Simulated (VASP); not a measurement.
Write the native input for VASP 6.6.1 that does the following.

* Task: relaxation of cell and atoms
* Functional: LDA
* Potentials or basis: VASP PAW LDA potentials, release 64 (I)
* Cutoff: 600 eV
* k mesh: 18 × 18 × 18
* Occupations: fermi-dirac, width 0.05 eV
* Spin: no spin polarisation
* Target pressure: 290 GPa
* Dipole correction: no
* Further INCAR settings: ALGO = Normal; EDIFF = 1e-06; IBRION = 2; EDIFFG = -0.005; NSW = 60; ISIF = 3

The structure of I lies in POSCAR:

```
I
1.0
   -1.4669059407      1.4669059407      1.4669059407
    1.4669059407     -1.4669059407      1.4669059407
    1.4669059407      1.4669059407     -1.4669059407
I
1
Direct
    0.0000000000      0.0000000000      0.0000000000
```

The input as run:

INCAR

```
PREC = Accurate ; ENCUT = 600
EDIFF = 1E-6 ; ISMEAR = -1
SIGMA = 0.05 ; LREAL = F
LASPH = T ; NELM = 60
ALGO = Normal ; ISIF = 3
LWAVE = F ; LCHARG = F
IBRION = 2 ; NSW = 60
EDIFFG = -0.005 ; PSTRESS = 2900.0
```

KPOINTS

```
Automatic mesh
0
Gamma
  18 18 18
```

Potentials or basis: VASP PAW LDA potentials, release 64 (I).

Command:

```console
$ cat potpaw_LDA.64/I/POTCAR > POTCAR
$ mpirun -np 1 vasp_std > vasp.out
```

Results of the run:

* Relaxed volume: 12.75 Å³/atom
* Relaxed cell: a = 2.549 Å, b = 2.549 Å, c = 2.549 Å, α = 109.47°, β = 109.47°, γ = 109.47°
* Space group after relaxing (to 0.05 Å): Im-3m (No. 229)
* Energy change on relaxing (the enthalpy is what falls): -221.6 meV/atom
* Ionic steps: 4
* Pressure after relaxing: 290.0 GPa

Caveat: the cell is relaxed towards a set pressure, so the enthalpy falls and the energy may rise; an odd number of electrons without spin polarisation forces a metal; a magnetic or distorted state may lie lower.

Wall time 27 s on 1 thread of Intel(R) Xeon(R) Platinum 8375C CPU @ 2.90GHz (Ice Lake) (shared host), peak memory 0.14 GiB.
